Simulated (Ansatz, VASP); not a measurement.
# Two plane-wave programs on Ti

```
Ti
1.0
     3.12440    0.00000    0.00000
    -1.56220    2.70581    0.00000
     0.00000    0.00000    3.95640
Ti
2
Direct
  0.33333 0.66667 0.25000
  0.66667 0.33333 0.75000
```

Alike in both runs: task single point; functional PBEsol; k mesh 24 × 24 × 14; occupations gaussian, width 0.15 eV; no spin polarisation.

|  | VASP | Ansatz |
| --- | --- | --- |
| version | VASP 6.6.1 | Ansatz 0.2.0 |
| potentials or method | VASP PAW PBE potentials, release 64 (Ti_sv), cutoff 520 eV | scalar-relativistic, plane waves, PAW |
| valence electrons in the cell | 24 | 24 |

```csv
,VASP,Ansatz,Ansatz less VASP
gap on the k mesh at the Fermi level (eV),none,none,-
pressure (GPa),1.0,1.3,+0.33
"traceless stress, the component that is largest in VASP (GPa)",11.38,11.43,+0.044
```

VASP's potentials were made for PBE, not for PBEsol. A gap of «none» marks a metal or a gap that the smearing closes.
